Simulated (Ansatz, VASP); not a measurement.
# Two plane-wave programs on Ta

Contents of INCAR:

```
SYSTEM = Ta
PREC = Accurate
ENCUT = 520
EDIFF = 1E-7
ISMEAR = 0
SIGMA = 0.15
LREAL = .FALSE.
LASPH = .TRUE.
NELM = 60
ALGO = Fast
ISIF = 2
LWAVE = .FALSE.
LCHARG = .FALSE.
GGA = PS
NBANDS = 12
```

Contents of KPOINTS:

```
Automatic mesh
0
G
  26 26 26
  0 0 0
```

The input POSCAR:

```
Ta
1.0
   -1.5090389812      1.5090389812      1.6402597622
    1.5090389812     -1.5090389812      1.6402597622
    1.5090389812      1.5090389812     -1.6402597622
Ta
1
Direct
    0.0000000000      0.0000000000      0.0000000000
```

Input for Ansatz:

```yaml
crystal:
  lattice:
    - [-1.5090389812, 1.5090389812, 1.6402597622]
    - [1.5090389812, -1.5090389812, 1.6402597622]
    - [1.5090389812, 1.5090389812, -1.6402597622]
  atoms:
    - { symbol: Ta, position: [0.0, 0.0, 0.0] }
basis:
  ecutwfc: 420
kpoints:
  mp_grid: { grid: [26, 26, 26] }
hamiltonian:
  xc: pbesol
scf:
  occupations: { method: gaussian, width: 0.15 }
output:
  forces: true
  stress: true
  eigenvalues: true
```

Change from the starting cell: strain -0.080 along x and y, +0.000 along z, atoms carried along.

Alike in both runs: task single point; functional PBEsol; k mesh 26 × 26 × 26; occupations gaussian, width 0.15 eV; no spin polarisation.

|  | VASP | Ansatz |
| --- | --- | --- |
| version | VASP 6.6.1 | Ansatz 0.2.0 |
| potentials or method | VASP PAW PBE potentials, release 64 (Ta_pv), cutoff 520 eV | scalar-relativistic, plane waves, PAW |
| valence electrons in the cell | 11 | 13 |

|  | VASP | Ansatz | Ansatz less VASP |
| --- | --- | --- | --- |
| gap on the k mesh at the Fermi level (eV) | none | none | - |
| pressure (GPa) | 49.0 | 48.3 | -0.77 |
| traceless stress, the component that is largest in VASP (GPa) | -10.62 | -10.63 | -0.013 |

VASP's potentials were made for PBE, not for PBEsol. A gap of «none» marks a metal or a gap that the smearing closes. Both programs put the cell under a high pressure, so it lies far from rest at this level. The functional is the same, so the differences come from potentials, cutoffs and numerics. VASP's potentials hold 11 valence electrons a cell and Ansatz's 13, so a difference there can come from the potentials and not from the codes.

Neither program's run includes spin-orbit coupling.
